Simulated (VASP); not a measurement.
Write the native input for VASP 6.6.1 that does the following.

- Task: single point
- Functional: PBEsol
- Potentials or basis: VASP PAW PBE potentials, release 64 (In_d, Sb)
- Cutoff: 500 eV
- k mesh: 14 × 14 × 8
- Occupations: gaussian, width 0.15 eV
- Spin: no spin polarisation
- Dipole correction: no
- Further INCAR settings: ALGO = Normal; EDIFF = 1e-06; NBANDS = 16

The structure of InSb lies in POSCAR:

```
InSb
1.0
    2.9754649214      0.0000000000      0.0000000000
    0.0000000000      3.0361886953      0.0000000000
    0.0000000000      0.0000000000      6.0963559048
In Sb
1 1
Direct
    0.0000000000      0.0000000000      0.0000000000
    0.0000000000      0.0000000000      0.5000000000
```

This cell differs from its parent crystal: normal strain along x -0.0200, normal strain along z +0.0000.

The input as run:

INCAR

```
SYSTEM = InSb
PREC = Accurate
ENCUT = 500
EDIFF = 1E-6
ISMEAR = 0
SIGMA = 0.15
LREAL = .FALSE.
LASPH = .TRUE.
NELM = 120
ALGO = Normal
ISIF = 2
LWAVE = .FALSE.
LCHARG = .FALSE.
GGA = PS
NBANDS = 16
GGA_COMPAT = .FALSE.
```

KPOINTS

```
Automatic mesh
0
G
  14 14 8
  0 0 0
```

Potentials or basis: VASP PAW PBE potentials, release 64 (In_d, Sb).

Launch:

```sh
$ cat potpaw_PBE.64/In_d/POTCAR potpaw_PBE.64/Sb/POTCAR > POTCAR
$ mpirun -np 1 vasp_std > vasp.out
```

Results of the run:

The pressure is 1.2 GPa and the band gap on the k mesh is zero (bands 9 and 10 overlap by 6.03 eV).

Caveat: the cell differs from its parent crystal (normal strain along x -0.0200, normal strain along z +0.0000); the PAW data sets were made with another functional, which shifts forces and pressure a little; spin-orbit coupling is left out, which moves the levels of the heavy elements.

It took 98 s on 1 thread of Intel(R) Xeon(R) Platinum 8488C (Sapphire Rapids), on a shared host, peak memory 0.39 GiB.
